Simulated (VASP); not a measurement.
Write the native input for VASP 6.6.1 that does the following.

- Task: single point
- Functional: PBE
- Potentials or basis: VASP PAW PBE potentials, release 64 (Be)
- Cutoff: 520 eV
- k mesh: 6 × 6 × 1
- Occupations: gaussian, width 0.1 eV
- Spin: no spin polarisation
- Dipole correction: yes
- Further INCAR settings: ALGO = Normal; EDIFF = 1e-07; NBANDS = 12

The structure of Be lies in POSCAR:

```
Be
1.0
    3.3699540000      0.0000000000      0.0000000000
    0.0000000000      3.3699540000      0.0000000000
    0.0000000000      0.0000000000     14.0000000000
Be
4
Direct
    0.7480774100      0.7480774100      0.5000000000
    0.2519225900      0.2519225900      0.5000000000
    0.7480774100      0.2519225900      0.5000000000
    0.2519225900      0.7480774100      0.5000000000
```

The input as run:

INCAR

```
SYSTEM = Be
PREC     = Accurate       ! precision mode
ENCUT    = 520            ! plane-wave cutoff, eV
EDIFF    = 1E-7           ! SCF threshold, eV
ISMEAR   = 0              ! smearing method
SIGMA    = 0.1            ! smearing width, eV
LREAL    = .False.        ! projectors in reciprocal space
LASPH    = .True.         ! aspherical terms in the spheres
NELM     = 80             ! most SCF steps
ALGO     = Normal         ! electronic algorithm
ISIF     = 2              ! what is computed and relaxed
LWAVE    = .False.        ! write WAVECAR
LCHARG   = .False.        ! write CHGCAR
LDIPOL   = .True.       
IDIPOL   = 3            
DIPOL    = 0.5 0.5 0.500
GGA      = PE             ! functional
NBANDS   = 12             ! bands
```

KPOINTS

```
regular mesh
0
Gamma
  6 6 1
  0 0 0
```

Potentials or basis: VASP PAW PBE potentials, release 64 (Be).

The run is started by

```sh
$ cat potpaw_PBE.64/Be/POTCAR > POTCAR
$ mpirun -np 1 vasp_std > vasp.out
```

Results of the run:

| Property | Result |
| --- | --- |
| Largest force | 0.457 eV/Å |
| Band gap on the k mesh | zero (band 4 reaches -2.79 eV, above the bottom of band 5 at -2.97 eV) |

It took 34 s on 1 thread of Intel Xeon 6975P-C (shared host), peak memory 0.26 GiB.
